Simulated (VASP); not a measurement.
Wanted: the native input for a VASP 6.6.1 run.

| Item | Value |
| --- | --- |
| Task | single point |
| Functional | r2SCAN |
| Potentials or basis | VASP PAW PBE potentials, release 64 (Ta_pv, N) |
| Cutoff | 520 eV |
| k mesh | 6 × 6 × 6 |
| Occupations | gaussian, width 0.1 eV |
| Spin | no spin polarisation |
| Dipole correction | no |
| Further INCAR settings | ALGO = Normal; EDIFF = 1e-06; NBANDS = 44 |

The system is Ta4N5.

```xyz
9
Lattice="-3.4363 3.4363 2.1375 3.4363 -3.4363 2.1375 3.4363 3.4363 -2.1375" Properties=species:S:1:pos:R:3 pbc="T T T"
Ta    0.7245    1.9437    2.1375
Ta    1.9437   -0.7245    2.1375
Ta    1.4925    4.1608    0.0000
Ta    2.7118    1.4925    0.0000
N     0.0000    0.0000    2.1375
N    -1.3124    2.8072    2.1375
N     2.8072    1.3124    2.1375
N     0.6291    2.1239    0.0000
N     4.7487    0.6291    0.0000
```

One way to write it, as run:

POSCAR

```
Ta4N5
1.0
   -3.4362702628      3.4362702628      2.1374763015
    3.4362702628     -3.4362702628      2.1374763015
    3.4362702628      3.4362702628     -2.1374763015
Ta N
4 5
Direct
    0.7828247200      0.6054217400      0.3882464600
    0.3945782600      0.7828247200      0.1774029700
    0.6054217500      0.2171752800      0.8225970300
    0.2171752800      0.3945782500      0.6117535400
    0.5000000000      0.5000000000      0.0000000000
    0.9084665700      0.3090394800      0.2175060500
    0.6909605200      0.9084665700      0.5994270900
    0.3090394800      0.0915334300      0.4005729100
    0.0915334300      0.6909605200      0.7824939500
```

INCAR.step1

```
SYSTEM = Ta4N5
  ALGO = Normal
  EDIFF = 1E-4
  ENCUT = 520
  GGA = PE
  ISMEAR = 0
  LASPH = .TRUE.
  LCHARG = .FALSE.
  LREAL = .FALSE.
  LWAVE = .TRUE.
  NBANDS = 44
  NELM = 100
  PREC = Accurate
  SIGMA = 0.1
```

INCAR.step2

```
SYSTEM = Ta4N5
  ALGO = Normal
  EDIFF = 1E-6
  ENCUT = 520
  ISIF = 2
  ISMEAR = 0
  ISTART = 1
  LASPH = .TRUE.
  LCHARG = .TRUE.
  LELF = .TRUE.
  LMIXTAU = .TRUE.
  LREAL = .FALSE.
  LVHAR = .TRUE.
  LWAVE = .FALSE.
  METAGGA = R2SCAN
  NBANDS = 44
  NELM = 100
  PREC = Accurate
  SIGMA = 0.1
```

KPOINTS

```
k-points
0
G
  6 6 6
  0 0 0
```

Potentials or basis: VASP PAW PBE potentials, release 64 (Ta_pv, N).

Command:

```console
$ cat potpaw_PBE.64/Ta_pv/POTCAR potpaw_PBE.64/N/POTCAR > POTCAR
$ cp INCAR.step1 INCAR
$ mpirun -np 1 vasp_std > vasp.out
$ cp INCAR.step2 INCAR
$ mpirun -np 1 vasp_std > vasp.out
```

It gave:

```yaml
Pressure: 0.1 GPa
Largest_force: 0.052 eV/Å
Band_gap_on_the_k_mesh: zero (an odd number of electrons rules out a gap without spin polarisation)
```

Caveat: the PAW data sets were made with another functional, which shifts forces and pressure a little; spin-orbit coupling is left out, which moves the levels of the heavy elements.

Wall time 16 min on 1 thread of Intel Xeon 8259CL, with other jobs on the host, peak memory 0.33 GiB.
